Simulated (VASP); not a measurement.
Write the native input for VASP 6.6.1 that does the following.

| Quantity | Value |
| --- | --- |
| Task | single point |
| Functional | PBE |
| Potentials or basis | VASP PAW PBE potentials, release 64 (Si, W_sv) |
| Cutoff | 520 eV |
| k mesh | 14 × 14 × 14 |
| Occupations | gaussian, width 0.15 eV |
| Spin | no spin polarisation |
| Dipole correction | no |
| Further INCAR settings | ALGO = Fast; EDIFF = 1e-06; NBANDS = 31 |

The structure of SiW3 lies in POSCAR:

```
SiW3
1.0
   -2.6037661906      2.6037661906      2.6037661906
    2.6037661906     -2.6037661906      2.6037661906
    2.6037661906      2.6037661906     -2.6037661906
Si W
1 3
Direct
    0.0000000000      0.0000000000      0.0000000000
    0.4903985235      0.4903985235      0.0000000000
    0.5000000000      0.0000000000      0.5000000000
    0.0000000000      0.5000000000      0.5000000000
```

This cell differs from its parent crystal: atom 2 (W) moved -0.050 Å along Cartesian [0 0 1].

One way to write it, as run:

INCAR

```
SYSTEM = SiW3
PREC = Accurate ; ENCUT = 520
EDIFF = 1E-6 ; ISMEAR = 0
SIGMA = 0.15 ; LREAL = .FALSE.
LASPH = .TRUE. ; NELM = 80
ALGO = Fast ; ISIF = 2
LWAVE = .FALSE. ; LCHARG = .FALSE.
GGA = PE ; NBANDS = 31
```

KPOINTS

```
regular mesh
0
G
  14 14 14
  0 0 0
```

Potentials or basis: VASP PAW PBE potentials, release 64 (Si, W_sv).

Command:

```console
$ cat potpaw_PBE.64/Si/POTCAR potpaw_PBE.64/W_sv/POTCAR > POTCAR
$ mpirun -np 1 vasp_std > vasp.out
```

Results of the run:

| Quantity | Value |
| --- | --- |
| Pressure | 0.4 GPa |
| Largest force | 0.407 eV/Å |
| Band gap on the k mesh | zero (band 23 reaches 10.40 eV, above the bottom of band 24 at 8.73 eV) |

Caveat: the cell differs from its parent crystal (atom 2 (W) moved -0.050 Å along Cartesian [0 0 1]); spin-orbit coupling is left out, which moves the levels of the heavy elements.

Run time: 9 min on 1 thread of Intel Xeon 6975P-C, on a shared host, peak memory 0.53 GiB.
